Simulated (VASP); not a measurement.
Crystal: Si.

```
CELL_PARAMETERS angstrom
4.42666 0.00000 0.00000
-2.21333 3.83360 0.00000
0.00000 0.00000 3.15100
ATOMIC_POSITIONS crystal
Si 0.39108 0.00000 0.00000
Si 0.00000 0.39108 0.00000
Si 0.60892 0.60892 0.00000
Si 0.00000 0.00000 0.50000
```

The cell was built from a structure type or drawn by symmetry, and may not be a known phase.

```yaml
Program: VASP 6.6.1
Task: relaxation of cell and atoms
Functional: PBE
Potentials_or_basis: VASP PAW PBE potentials, release 64 (Si)
Cutoff: 500 eV
k_mesh: 6 × 6 × 6
Occupations: gaussian, width 0.1 eV
Spin: no spin polarisation
```

At the start: pressure 31.5 GPa; volume 13.37 Å³/atom.

Task: Where does the relaxation end?

Result: Over 11 steps the energy falls by 301.7 meV/atom and the volume is 17.16 Å³/atom (+28.4 %); space group P-62m (No. 189, to 0.1 Å) before and after.

Step by step:
| step | energy change (eV) | largest force (eV/Å) | pressure (GPa) | volume (Å³) |
| --- | --- | --- | --- | --- |
| 1 | 0.0000 | 0.1047 | 31.52 | 53.47 |
| 2 | -0.8419 | 0.5639 | -8.57 | 76.50 |
| 3 | -1.1330 | 0.4287 | 0.08 | 67.12 |
| 4 | -1.1568 | 0.3449 | 0.11 | 67.38 |
| 5 | -1.1957 | 0.0993 | 0.18 | 68.10 |
| 6 | -1.1350 | 0.6490 | 0.88 | 69.51 |
| 7 | -1.2016 | 0.0065 | 0.23 | 68.37 |
| 8 | -1.2021 | 0.0698 | 0.26 | 68.51 |
| 9 | -1.2059 | 0.0426 | -0.31 | 69.11 |
| 10 | -1.2063 | 0.0484 | -0.18 | 68.96 |
| 11 | -1.2068 | 0.0255 | 0.16 | 68.64 |

Final structure:
```cif
data_structure
_symmetry_space_group_name_H-M 'P 1'
_symmetry_Int_Tables_number 1
_cell_length_a 4.7704
_cell_length_b 4.7704
_cell_length_c 3.4827
_cell_angle_alpha 90.000
_cell_angle_beta 90.000
_cell_angle_gamma 120.000
_cell_volume 68.64
loop_
_atom_site_label
_atom_site_type_symbol
_atom_site_fract_x
_atom_site_fract_y
_atom_site_fract_z
_atom_site_occupancy
Si1 Si 0.37098 0.00000 0.00000 1
Si2 Si 0.00000 0.37098 0.00000 1
Si3 Si 0.62902 0.62902 0.00000 1
Si4 Si 0.00000 0.00000 0.50000 1
```

Caveat: the volume moved by over 15 % at a fixed basis, so the end points are rough.
